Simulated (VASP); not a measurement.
# Al5Os3 (R-3m) in VASP: notebook, part 2 of 2

VASP 6.6.1. Earlier steps stand in the parts before.

## 4. Relaxation of cell and atoms, LDA

INCAR

```
  PREC = Accurate
  ENCUT = 600
  EDIFF = 1E-6
  ISMEAR = 1
  SIGMA = 0.05
  LREAL = F
  LASPH = T
  NELM = 100
  ALGO = Normal
  ISIF = 3
  LWAVE = F
  LCHARG = F
  GGA = CA
  IBRION = 2
  NSW = 60
  EDIFFG = -0.01
```

KPOINTS

```
Automatic mesh
0
Gamma
  4 4 4
```

POSCAR

```
Al5Os3
1.0
    0.0000000000      3.9314826824      3.9314826824
    3.7078113626      0.2236713198      3.7078113626
    3.9314826824      3.9314826824      0.0000000000
Al Os
5 3
Direct
    0.0000000000      0.0000000000      0.0000000000
    0.0000000000      0.0000000000      0.5000000000
    0.0000000000      0.5000000000      0.0000000000
    0.5000000000      0.0000000000      0.0000000000
    0.5000000000      0.0000000000      0.5000000000
    0.0000000000      0.5000000000      0.5000000000
    0.5000000000      0.5000000000      0.0000000000
    0.5000000000      0.5000000000      0.5000000000
```

Potentials or basis: VASP PAW LDA potentials, release 64 (Al, Os).

Started as:

```bash
cat potpaw_LDA.64/Al/POTCAR potpaw_LDA.64/Os/POTCAR > POTCAR
mpirun -np 1 vasp_std > vasp.out
```

OUTCAR:

```text
PREC = Accurate
   ENCUT = 600
   EDIFF = 1E-6
   ISMEAR = 1
   LREAL = F
   LASPH = T
   NELM = 100
   ISIF = 3
   GGA = CA
   IBRION = 2
   NSW = 60
   EDIFFG = -0.01

 ion  position               nearest neighbor table
   1  0.000  0.000  0.000-   3 2.62   6 2.62   3 2.62   6 2.62   7 2.62   7 2.62   4 2.78   2 2.78
                             5 2.78   4 2.78   5 2.78   2 2.78
   2  0.000  0.000  0.500-   6 2.62   3 2.62   3 2.62   6 2.62   8 2.62   8 2.62   1 2.78   1 2.78
                             5 2.78   4 2.78   5 2.78   4 2.78
   3  0.000  0.500  0.000-   1 2.62   2 2.62   1 2.62   2 2.62   4 2.62   4 2.62   7 2.78   6 2.78
                             6 2.78   8 2.78   7 2.78   8 2.78
   4  0.500  0.000  0.000-   7 2.62   8 2.62   3 2.62   7 2.62   8 2.62   3 2.62   1 2.78   2 2.78
                             5 2.78   1 2.78   2 2.78   5 2.78
   5  0.500  0.000  0.500-   8 2.62   7 2.62   6 2.62   7 2.62   8 2.62   6 2.62   2 2.78   1 2.78
                             4 2.78   1 2.78   2 2.78   4 2.78
[... 203 lines left out ...]
  Total        0.4166362      0.4166362      0.4166362      0.1124845      0.1124845     -0.1124845
  in kB        6.0049316      6.0049316      6.0049316      1.6212262      1.6212262     -1.6212262
  external PRESSURE =       6.0049316 kB  Pullay stress =       0.0000000 kB
[... 113 lines left out ...]
--------------------------------------- Ionic step        4  -------------------------------------------

 number of electron      39.0000001 magnetization

 Free energy of the ion-electron system (eV)
  ---------------------------------------------------
  ext. energy  EPLUGINS =         0.00000000
  ---------------------------------------------------
  free energy    TOTEN  =       -59.89840637 eV

  energy without entropy =      -59.89437398  energy(sigma->0) =      -59.89706224

 E-fermi :   9.0303     XC(G=0): -12.1871

 val. band max:        9.0281646593   @ k =   0.5000  -0.0000   0.0000
 cond. band min:       9.0324996369   @ k =   0.2500  -0.0000   0.0000
 fundamental gap:      0.0043349775
 Fermi energy:         9.0303219722

 k-point     1 :       0.0000    0.0000    0.0000
  band No.  band energies     occupation
      1      -2.3648      2.00000
      2       2.2085      2.00000
      3       3.2037      2.00000
      4       3.2037      2.00000
      5       3.6081      2.00000
      6       3.6905      2.00000
[... 375 lines left out ...]
  FREE ENERGIE OF THE ION-ELECTRON SYSTEM (eV)
  ---------------------------------------------------
  free  energy   TOTEN  =       -59.8984063747 eV

  energy  without entropy=      -59.8943739784  energy(sigma->0) =      -59.89706224

 reached required accuracy - stopping structural energy minimisation
```

OSZICAR:

```text
N       E                     dE             d eps       ncg     rms          rms(c)
DAV:   1     0.187128073811E+03    0.18713E+03   -0.17678E+04   624   0.158E+03
DAV:   2    -0.408640136181E+02   -0.22799E+03   -0.22109E+03   704   0.386E+02
DAV:   3    -0.619471766767E+02   -0.21083E+02   -0.20255E+02   880   0.809E+01
[... 32 lines left out ...]
DAV:   2    -0.598984428210E+02    0.43212E-03   -0.17060E-03   792   0.211E-01    0.446E-02
DAV:   3    -0.598984126447E+02    0.30176E-04   -0.14887E-04   800   0.716E-02    0.167E-02
DAV:   4    -0.598984078906E+02    0.47541E-05   -0.18488E-05   832   0.247E-02    0.869E-03
DAV:   5    -0.598984064527E+02    0.14379E-05   -0.33365E-06   552   0.105E-02    0.395E-03
DAV:   6    -0.598984063747E+02    0.78016E-07   -0.30746E-07   336   0.493E-03
   4 F= -.59898406E+02 E0= -.59897062E+02  d E =-.275010E-03
```

CONTCAR:

```text
Al5Os3
   1.00000000000000
    -0.0000000000000000    3.9392361969378573    3.9392361969378573
     3.7086268362107662    0.2306093607270909    3.7086268362107662
     3.9392361969378573    3.9392361969378573   -0.0000000000000000
  Al              Os
     5     3
Direct
     0.0000000000000000    0.0000000000000000    1.0000000000000000
     1.0000000000000000    0.0000000000000000    0.5000000000000000
     1.0000000000000000    0.5000000000000000    0.0000000000000000
     0.5000000000000000    0.0000000000000000    0.0000000000000000
     0.5000000000000000    1.0000000000000000    0.5000000000000000
     1.0000000000000000    0.5000000000000000    0.5000000000000000
     0.5000000000000000    0.5000000000000000    0.0000000000000000
     0.5000000000000000    0.5000000000000000    0.5000000000000000

  0.00000000E+00  0.00000000E+00  0.00000000E+00
  0.00000000E+00  0.00000000E+00  0.00000000E+00
  0.00000000E+00  0.00000000E+00  0.00000000E+00
  0.00000000E+00  0.00000000E+00  0.00000000E+00
  0.00000000E+00  0.00000000E+00  0.00000000E+00
  0.00000000E+00  0.00000000E+00  0.00000000E+00
  0.00000000E+00  0.00000000E+00  0.00000000E+00
  0.00000000E+00  0.00000000E+00  0.00000000E+00
```

Run time: 55 s. Hardware: 1 thread of Intel Xeon 6975P-C (Granite Rapids), shared host; peak memory 0.25 GiB.

Results:

```
Free energy                            : -59.8984 eV
Relaxed volume                         : 13.94 Å³/atom
Relaxed cell                           : a = 5.571 Å, b = 5.250 Å, c = 5.571 Å, α = 57.96°, β = 60.00°, γ = 57.96°
Space group after relaxing (to 0.05 Å) : R-3m (No. 166)
Energy gained by relaxing              : 0.1 meV/atom
Ionic steps                            : 4
Pressure after relaxing                : 0.0 GPa
```

Stress tensor (GPa, compression positive):
```
-0.04  0.08 -0.08
 0.08 -0.04  0.08
-0.08  0.08 -0.04
```

Step by step:
```tsv
step	energy change (eV)	largest force (eV/Å)	pressure (GPa)	volume (Å³)
1	0.0000	0.0000	0.60	111.16
2	0.0005	0.0000	-0.95	112.00
3	-0.0008	0.0000	-0.07	111.53
4	-0.0011	0.0000	-0.04	111.52
```

Final structure:
```cif
data_structure
_symmetry_space_group_name_H-M 'P 1'
_symmetry_Int_Tables_number 1
_cell_length_a 5.5709
_cell_length_b 5.2499
_cell_length_c 5.5709
_cell_angle_alpha 57.955
_cell_angle_beta 60.000
_cell_angle_gamma 57.955
_cell_volume 111.52
loop_
_atom_site_label
_atom_site_type_symbol
_atom_site_fract_x
_atom_site_fract_y
_atom_site_fract_z
_atom_site_occupancy
Al1 Al 0.00000 0.00000 0.00000 1
Al2 Al 0.00000 0.00000 0.50000 1
Al3 Al 0.00000 0.50000 0.00000 1
Al4 Al 0.50000 0.00000 0.00000 1
Al5 Al 0.50000 0.00000 0.50000 1
Os1 Os 0.00000 0.50000 0.50000 1
Os2 Os 0.50000 0.50000 0.00000 1
Os3 Os 0.50000 0.50000 0.50000 1
```

Levels at points of the mesh, in eV from the Fermi level:
| k point | band 15 | band 16 | band 17 | band 18 | band 19 | band 20 | band 21 | band 22 | band 23 | band 24 |
| --- | --- | --- | --- | --- | --- | --- | --- | --- | --- | --- |
| (0.00, 0.00, 0.00) | -1.03 | -1.03 | -0.51 | -0.43 | -0.43 | 0.03 | 0.05 | 0.05 | 0.10 | 2.77 |
| (0.50, 0.00, 0.00) | -1.80 | -1.04 | -0.88 | -0.41 | -0.16 | -0.14 | 0.00 | 0.19 | 0.94 | 2.32 |
| (0.00, 0.50, 0.00) | -0.85 | -0.54 | -0.43 | -0.43 | -0.02 | -0.02 | 1.41 | 2.06 | 2.06 | 2.77 |
| (0.50, 0.50, 0.00) | -2.14 | -1.60 | -0.69 | -0.41 | -0.27 | 0.05 | 1.09 | 1.82 | 1.98 | 2.32 |

Caveat: the k points lie up to 0.38 Å⁻¹ apart in the final cell; spin-orbit coupling is left out, which moves the levels of the heavy elements.

## 5. Relaxation of cell and atoms, LDA

INCAR

```
SYSTEM = Al5Os3
PREC = Accurate ; ENCUT = 600
EDIFF = 1E-6 ; ISMEAR = 1
SIGMA = 0.05 ; LREAL = .False.
LASPH = .True. ; NELM = 60
ALGO = Normal ; ISIF = 3
LWAVE = .False. ; LCHARG = .False.
IBRION = 2 ; NSW = 60
EDIFFG = -0.01
```

KPOINTS

```
Automatic mesh
0
Gamma
  4 4 4
  0 0 0
```

POSCAR

```
Al5Os3
1.0
    0.0000000000      3.9314826557      3.9314826557
    3.9314826557      0.0000000000      3.9314826557
    3.7078113240      3.7078113240      0.2236713317
Os Al
3 5
Direct
    0.0000000000      0.0000000000      0.0000000000
    0.0000000000      0.5000000000      0.0000000000
    0.5000000000      0.0000000000      0.0000000000
    0.0000000000      0.0000000000      0.5000000000
    0.0000000000      0.5000000000      0.5000000000
    0.5000000000      0.0000000000      0.5000000000
    0.5000000000      0.5000000000      0.0000000000
    0.5000000000      0.5000000000      0.5000000000
```

Potentials or basis: VASP PAW LDA potentials, release 64 (Os, Al).

Started as:

```bash
cat potpaw_LDA.64/Os/POTCAR potpaw_LDA.64/Al/POTCAR > POTCAR
mpirun -np 1 vasp_std > vasp.out
```

Wall time 59 s (1 thread of Intel Xeon 6975P-C (Granite Rapids), shared host); peak memory 0.25 GiB.

It converged, with:

| Item | Value |
| --- | --- |
| Free energy | -59.8984 eV |
| Relaxed volume | 13.94 Å³/atom |
| Relaxed cell | a = 5.571 Å, b = 5.571 Å, c = 5.250 Å, α = 57.96°, β = 57.96°, γ = 60.00° |
| Space group after relaxing (to 0.05 Å) | R-3m (No. 166) |
| Energy gained by relaxing | 0.1 meV/atom |
| Ionic steps | 4 |
| Pressure after relaxing | 0.0 GPa |

Stress tensor (GPa, compression positive):
```
-0.04 -0.07  0.07
-0.07 -0.04  0.07
 0.07  0.07 -0.04
```

The path:
| step | energy change (eV) | largest force (eV/Å) | pressure (GPa) | volume (Å³) |
| --- | --- | --- | --- | --- |
| 1 | 0.0000 | 0.0000 | 0.60 | 111.16 |
| 2 | 0.0005 | 0.0000 | -0.95 | 112.00 |
| 3 | -0.0008 | 0.0000 | -0.07 | 111.53 |
| 4 | -0.0011 | 0.0000 | -0.04 | 111.52 |

Final structure:
```cif
data_structure
_symmetry_space_group_name_H-M 'P 1'
_symmetry_Int_Tables_number 1
_cell_length_a 5.5709
_cell_length_b 5.5709
_cell_length_c 5.2499
_cell_angle_alpha 57.955
_cell_angle_beta 57.955
_cell_angle_gamma 60.000
_cell_volume 111.52
loop_
_atom_site_label
_atom_site_type_symbol
_atom_site_fract_x
_atom_site_fract_y
_atom_site_fract_z
_atom_site_occupancy
Os1 Os 0.00000 0.00000 0.00000 1
Os2 Os 0.00000 0.50000 0.00000 1
Os3 Os 0.50000 0.00000 0.00000 1
Al1 Al 0.00000 0.00000 0.50000 1
Al2 Al 0.00000 0.50000 0.50000 1
Al3 Al 0.50000 0.00000 0.50000 1
Al4 Al 0.50000 0.50000 0.00000 1
Al5 Al 0.50000 0.50000 0.50000 1
```

Levels at points of the mesh, in eV from the Fermi level:
```csv
k point,band 16,band 17,band 18,band 19,band 20,band 21,band 22,band 23
"(0.00, 0.00, 0.00)",-1.03,-0.51,-0.43,-0.43,0.03,0.05,0.05,0.10
"(0.50, 0.00, 0.00)",-1.04,-0.88,-0.41,-0.16,-0.14,0.00,0.19,0.94
"(0.50, 0.50, 0.00)",-1.60,-0.69,-0.41,-0.27,0.05,1.09,1.82,1.98
"(0.00, 0.00, 0.50)",-0.54,-0.43,-0.43,-0.02,-0.02,1.41,2.06,2.06
```

Caveat: the k points lie up to 0.38 Å⁻¹ apart in the final cell; spin-orbit coupling is left out, which moves the levels of the heavy elements.

## 6. Overview

| task | potentials or basis | cell | cutoff (eV) | gap on the mesh (eV) | pressure (GPa) | relaxed volume (Å³/atom) |
| --- | --- | --- | --- | --- | --- | --- |
| single point | VASP PAW LDA potentials, release 64 (Al, Os) | a = 5.560, b = 5.248 Å, angles 58.0, 60.0, 58.0°, 8 atoms | 520 | none | 0.5 | - |
| single point | VASP PAW LDA potentials, release 64 (Os, Al) | a = 5.560, b = 5.560, c = 5.248 Å, angles 58.0, 58.0, 60.0°, 8 atoms | 520 | none | 0.5 | - |
| relaxation of cell and atoms | VASP PAW LDA potentials, release 64 (Al, Os) | relaxed from a = 5.560, b = 5.248 Å, angles 58.0, 60.0, 58.0°, 8 atoms | 600 | none | 0.0 | 13.94 |
| relaxation of cell and atoms | VASP PAW LDA potentials, release 64 (Os, Al) | relaxed from a = 5.560, b = 5.560, c = 5.248 Å, angles 58.0, 58.0, 60.0°, 8 atoms | 600 | none | 0.0 | 13.94 |

Alike in all rows: level LDA; no spin polarisation; k mesh 4 × 4 × 4; smearing methfessel-paxton 0.05 eV.

Caveats: all runs use coarse meshes; spin-orbit coupling is left out, which moves the levels of the heavy elements.

Absolute energies hang on the potentials; compare differences alone.
